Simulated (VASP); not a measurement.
# Ca (I4/mmm) in VASP: single point with r2SCAN

Aim: the single point of Ca with r2SCAN.

All numbers are computed with VASP 6.6.1; they aren't measurements. Logs are shortened: lines on timing, memory, paths and dates and some standing lists are left out, and cuts for length are marked.

**1. The cell of the first run**

It takes space group I4/mmm (No. 139, tetragonal). The conventional cell has a = 4.346 Å, b = 4.346 Å, c = 4.614 Å, α = 90.00°, β = 90.00°, γ = 90.00°. Within 5.0 Å of Ca (site symmetry 4/mmm) lie 14 Ca at 3.84 to 4.61 Å.

**2. Single point, r2SCAN (strain -0.030 along x and y, +0.030 along z)**

POSCAR reads:

```
Ca
1.0
   -2.1728000000      2.1728000000      2.3072000000
    2.1728000000     -2.1728000000      2.3072000000
    2.1728000000      2.1728000000     -2.3072000000
Ca
1
Direct
    0.0000000000      0.0000000000      0.0000000000
```

INCAR.step1 reads:

```
PREC     = Accurate       # precision mode
ENCUT    = 520            # plane-wave cutoff, eV
ISMEAR   = 0              # smearing method
SIGMA    = 0.15           # smearing width, eV
LREAL    = F              # projectors in reciprocal space
LASPH    = T              # aspherical terms in the spheres
NELM     = 60             # most SCF steps
NBANDS   = 11             # bands
GGA      = PE             # functional
ALGO     = Normal         # electronic algorithm
EDIFF    = 1E-4           # SCF threshold, eV
LWAVE    = T              # write WAVECAR
LCHARG   = F              # write CHGCAR
```

INCAR.step2 reads:

```
PREC     = Accurate       # precision mode
ENCUT    = 520            # plane-wave cutoff, eV
EDIFF    = 1E-7           # SCF threshold, eV
ISMEAR   = 0              # smearing method
SIGMA    = 0.15           # smearing width, eV
LREAL    = F              # projectors in reciprocal space
LASPH    = T              # aspherical terms in the spheres
NELM     = 60             # most SCF steps
ALGO     = Normal         # electronic algorithm
ISIF     = 2              # what is computed and relaxed
LWAVE    = F              # write WAVECAR
LCHARG   = F              # write CHGCAR
METAGGA  = R2SCAN         # meta-GGA
LMIXTAU  = T            
NBANDS   = 11             # bands
ISTART   = 1
```

KPOINTS reads:

```
Automatic mesh
0
Gamma
  16 16 16
```

Potentials or basis: VASP PAW PBE potentials, release 64 (Ca_sv).

On the command line:

```sh
> cat potpaw_PBE.64/Ca_sv/POTCAR > POTCAR
> cp INCAR.step1 INCAR
> mpirun -np 1 vasp_std > vasp.out
> cp INCAR.step2 INCAR
> mpirun -np 1 vasp_std > vasp.out
```

OUTCAR:

```text
PREC = Accurate
   ENCUT = 520
   EDIFF = 1E-7
   ISMEAR = 0
   LREAL = F
   LASPH = T
   NELM = 60
   ISIF = 2
   METAGGA = R2SCAN
   ISTART = 1

 ion  position               nearest neighbor table
   1  0.000  0.000  0.000-

  LATTYP: Found a body centered tetragonal cell.
 ALAT       =     4.3456000000
 C/A-ratio  =     1.0618556701

  Lattice vectors:

 A1 = (  -2.1728000000,   2.1728000000,   2.3072000000)
 A2 = (   2.1728000000,  -2.1728000000,   2.3072000000)
 A3 = (   2.1728000000,   2.1728000000,  -2.3072000000)

Analysis of symmetry for initial positions (statically):
=====================================================================
 Subroutine PRICEL returns:
 Original cell was already a primitive cell.

 Routine SETGRP: Setting up the symmetry group for a
 body centered tetragonal supercell.

 Subroutine GETGRP returns: Found 16 space group operations
 (whereof 16 operations were pure point group operations)
 out of a pool of 16 trial point group operations.

The static configuration has the point symmetry D_4h.

Analysis of symmetry for dynamics (positions and initial velocities):
=====================================================================
 Subroutine PRICEL returns:
 Original cell was already a primitive cell.

 Routine SETGRP: Setting up the symmetry group for a
 body centered tetragonal supercell.

 Subroutine GETGRP returns: Found 16 space group operations
 (whereof 16 operations were pure point group operations)
 out of a pool of 16 trial point group operations.

The dynamic configuration has the point symmetry D_4h.

 Subroutine INISYM returns: Found 16 space group operations
 (whereof 16 operations are pure point group operations),
 and found     1 'primitive' translations

----------------------------------------------------------------------------------------

                                     Primitive cell

  volume of cell :      43.5697

  direct lattice vectors                    reciprocal lattice vectors
    -2.172800000  2.172800000  2.307200000     0.000000000  0.230117820  0.216712899
     2.172800000 -2.172800000  2.307200000     0.230117820  0.000000000  0.216712899
     2.172800000  2.172800000 -2.307200000     0.230117820  0.230117820  0.000000000

  length of vectors
     3.842563145  3.842563145  3.842563145     0.316099180  0.316099180  0.325435742

[... 83 lines left out ...]
   NFREE  =      0    steps in history (QN), initial steepest desc. (CG)
   ISIF   =      2    stress and relaxation
   ISYM   =      2    0-nonsym 1-usesym 2-fastsym
   POTIM  = 0.5000    time-step for ionic-motion
   TEBEG  =    0.0;   TEEND  =   0.0 temperature during run
   PSTRESS=    0.0 pullay stress
   NELECT =      10.0000    total number of electrons
   NUPDOWN=      -1.0000    fix difference up-down
   EMIN   =  10.00;   EMAX   =-10.00  energy-range for DOS
   EFERMI =   0.00;   METHOD = LEGACY
   ISMEAR =     0;   SIGMA  =   0.15  broadening in eV -4-tet -1-fermi 0-gaus
   EFERMI_NEDOS =   21; number of points for ismear=-14 and -15
   IALGO  =     38    algorithm
   IMIX   =      4    mixing-type and parameters
     AMIX     =   0.40;   BMIX     =  1.00
     AMIX_MAG =   1.60;   BMIX_MAG =  1.00
  volume/ion in A,a.u.               =      43.57       294.02
  Fermi-wavevector in a.u.,A,eV,Ry     =   1.002336  1.894140 13.669462  1.004677
  Thomas-Fermi vector in A             =   2.134816
   LORBIT       =      0    0 simple, 1 ext, 2 COOP (PROOUT), +10 PAW based schemes
   METAGGA = R2SCAN    functional components
   LHFCALC =     F    Hartree Fock is set to
   AEXX    =    0.0000 exact exchange contribution
   IVDW    =     0    specifies the selected vdW correction
   LEPSILON=     F    determine dielectric tensor
   LRPA    =     F    only Hartree local field effects (RPA)
 non-spin polarized calculation
 Gauss-broadening in eV      SIGMA  =   0.15
  energy-cutoff  :      520.00
  volume of cell :       43.57
 maximum number of plane-waves:      1200
 NGX is ok and might be reduce to    30
   NGX = 15   NGY = 15   NGZ = 15

 number of electron      10.0000001 magnetization

 Free energy of the ion-electron system (eV)
  ---------------------------------------------------
  ext. energy  EPLUGINS =         0.00000000
  ---------------------------------------------------
  free energy    TOTEN  =        -7.02502446 eV

  energy without entropy =       -7.01007273  energy(sigma->0) =       -7.01754860

 E-fermi :   1.9190     XC(G=0):  -8.1138

 val. band max:        1.9140457398   @ k =   0.4375   0.1250   0.0625
 cond. band min:       1.9196597200   @ k =  -0.1250  -0.4375   0.0625
 fundamental gap:      0.0056139802
 Fermi energy:         1.9190017326

 k-point     1 :       0.0000    0.0000    0.0000
  band No.  band energies     occupation
      1     -41.9890      2.00000
      2     -22.0209      2.00000
      3     -22.0209      2.00000
      4     -22.0144      2.00000
      5      -2.3523      2.00000
      6       4.4613      0.00000
      7       4.4614      0.00000
      8       4.7261      0.00000
      9       5.4232      0.00000
     10       5.7481      0.00000
     11      12.1461      0.00000
[... 309 lines left out ...]
 k-point    24 :      -0.0625    0.0625    0.0000
  band No.  band energies     occupation
      1     -41.9884      2.00000
      2     -22.0260      2.00000
      3     -22.0211      2.00000
      4     -22.0162      2.00000
      5      -2.2762      2.00000
      6       4.4049      0.00000
      7       4.5154      0.00000
      8       4.6904      0.00000
      9       5.4307      0.00000
     10       5.6921      0.00000
     11      12.2394      0.00000

 [... further k-points ...]

------------------------ aborting loop because EDIFF is reached ----------------------------------------

  FORCE on cell =-STRESS in cart. coord.  units (eV):
  Direction    XX          YY          ZZ          XY          YZ          ZX
  --------------------------------------------------------------------------------------
  -------------------------------------------------------------------------------------
  Total       -0.0334741     -0.0334741     -0.0009804      0.0000000      0.0000000      0.0000000
  in kB       -1.2309341     -1.2309341     -0.0360505      0.0000000      0.0000000      0.0000000
  external PRESSURE =      -0.8326396 kB  Pullay stress =       0.0000000 kB

 VOLUME and BASIS-vectors are now :
 -----------------------------------------------------------------------------
  energy-cutoff  :      520.00
  volume of cell :       43.57
      direct lattice vectors                 reciprocal lattice vectors
    -2.172800000  2.172800000  2.307200000     0.000000000  0.230117820  0.216712899
     2.172800000 -2.172800000  2.307200000     0.230117820  0.000000000  0.216712899
     2.172800000  2.172800000 -2.307200000     0.230117820  0.230117820  0.000000000

 POSITION                                       TOTAL-FORCE (eV/Angst)
 -----------------------------------------------------------------------------------
      0.00000      0.00000      0.00000         0.000000      0.000000     -0.000000
 -----------------------------------------------------------------------------------
    total drift:                               -0.000000     -0.000000      0.000000

  FREE ENERGIE OF THE ION-ELECTRON SYSTEM (eV)
  ---------------------------------------------------
  free  energy   TOTEN  =        -7.0250244631 eV

  energy  without entropy=       -7.0100727273  energy(sigma->0) =       -7.01754860
```

OUTCAR.step1:

```text
PREC = Accurate
   ENCUT = 520
   ISMEAR = 0
   LREAL = F
   LASPH = T
[... 553 lines left out ...]

 POSITION                                       TOTAL-FORCE (eV/Angst)
 -----------------------------------------------------------------------------------
      0.00000      0.00000      0.00000         0.000000     -0.000000      0.000000
 -----------------------------------------------------------------------------------
    total drift:                               -0.000000     -0.000000      0.000000

  FREE ENERGIE OF THE ION-ELECTRON SYSTEM (eV)
  ---------------------------------------------------
  free  energy   TOTEN  =        -1.9208779370 eV

  energy  without entropy=       -1.9038299435  energy(sigma->0) =       -1.91235394
```

Wall time 16 min (1 thread of Intel Xeon 8259CL, shared host); peak memory 0.3 GiB.

What came out:

```yaml
Free_energy: -7.0250 eV
Pressure: -0.1 GPa
Band_gap_on_the_k_mesh: zero (bands 5 and 6 overlap by 0.57 eV)
```

Stress tensor (GPa, compression positive):
```
-0.12  0.00  0.00
 0.00 -0.12  0.00
 0.00  0.00  0.00
```

Levels at points of the mesh, in eV from the Fermi level:
```csv
k point,band 3,band 4,band 5,band 6,band 7,band 8
"(0.00, 0.00, 0.00)",-23.94,-23.93,-4.27,2.54,2.54,2.81
"(0.50, 0.00, 0.00)",-23.98,-23.94,-0.89,-0.22,1.72,3.43
"(0.50, 0.50, 0.00)",-23.98,-23.94,-0.76,-0.02,1.37,3.80
"(0.50, 0.50, 0.50)",-24.03,-24.03,0.09,0.25,3.38,4.41
```

Caveat: the cell differs from its parent crystal (strain -0.030 along x and y, +0.030 along z); the PAW data sets were made with another functional, which shifts forces and pressure a little.
